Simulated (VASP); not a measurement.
**TaN: single point with PBEsol**

Crystal: TaN.

```
Ta N
1.0
     0.00000    2.13542    2.17900
     2.13542    0.00000    2.17900
     2.13542    2.13542    0.00000
Ta N
1 1
Direct
  0.50000 0.50000 0.50000
  0.00000 0.00000 0.00000
```

This cell differs from its parent crystal: strain -0.0200 x Voigt [1, 1, 0, 0, 0, 0].

```
Program                : VASP 6.6.1
Task                   : single point
Functional             : PBEsol
Potentials or basis    : VASP PAW PBE potentials, release 64 (Ta_pv, N)
Cutoff                 : 520 eV
k mesh                 : 18 × 18 × 18
Occupations            : gaussian, width 0.15 eV
Spin                   : no spin polarisation
Dipole correction      : no
Further INCAR settings : ALGO = Normal; EDIFF = 1e-06; NBANDS = 15
```

```yaml
Pressure: 22.8 GPa
Band_gap_on_the_k_mesh: zero (band 8 reaches 12.21 eV, above the bottom of band 9 at 7.92 eV)
```

Stress tensor (GPa, compression positive):
```
28.18  0.00  0.00
 0.00 28.18  0.00
 0.00  0.00 11.93
```

Levels at points of the mesh, in eV from the Fermi level:
| k point | band 6 | band 7 | band 8 | band 9 | band 10 | band 11 |
| --- | --- | --- | --- | --- | --- | --- |
| (0.00, 0.00, 0.00) | -3.96 | -3.96 | -2.51 | -2.25 | -2.25 | -0.20 |
| (0.50, 0.00, 0.00) | -8.12 | -8.10 | 2.04 | 2.15 | 2.28 | 4.02 |
| (0.50, 0.50, 0.00) | -5.97 | -4.70 | -4.70 | 2.30 | 3.95 | 3.95 |
| (0.50, 0.00, 0.50) | -6.01 | -4.87 | -4.75 | 2.29 | 3.80 | 4.11 |

Wall time 40 s on 1 thread of Intel(R) Xeon(R) 6975P-C (Granite Rapids) (shared host), peak memory 0.26 GiB.

Caveat: the cell differs from its parent crystal (strain -0.0200 x Voigt [1, 1, 0, 0, 0, 0]); the PAW data sets were made with another functional, which shifts forces and pressure a little; spin-orbit coupling is left out, which moves the levels of the heavy elements.
